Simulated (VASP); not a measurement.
A run of VASP 6.6.1 is set up as follows.

Contents of INCAR:

```
PREC = Accurate
ENCUT = 520
EDIFF = 1E-6
ISMEAR = -1
SIGMA = 0.05
LREAL = False
LASPH = True
NELM = 100
ALGO = Normal
ISIF = 2
LWAVE = False
LCHARG = True
GGA = PS
LELF = True
LVHAR = True
NBANDS = 16
```

File KPOINTS:

```
regular mesh
0
Gamma
  9 9 8
```

File POSCAR:

```
GaAs
1.0
    3.7050852678     -0.0000000030      0.0000000000
   -1.8525426313      3.2086979666      0.0000000000
    0.0000000000      0.0000000000      3.2679146877
Ga As
1 1
Direct
    0.3333333333      0.6666666667      0.5000000000
    0.0000000000      0.0000000000      0.0000000000
```

Potentials or basis: VASP PAW PBE potentials, release 64 (Ga_d, As).

The run is started by

```sh
$ cat potpaw_PBE.64/Ga_d/POTCAR potpaw_PBE.64/As/POTCAR > POTCAR
$ mpirun -np 1 vasp_std > vasp.out
```

(1) What does it give for the band gap on the k mesh?

(2) Estimate the pressure.

## Answers

(1) zero (band 9 reaches 7.37 eV, above the bottom of band 10 at 3.26 eV).

(2) 0.2 GPa.

Caveat: the PAW data sets were made with another functional, which shifts forces and pressure a little.
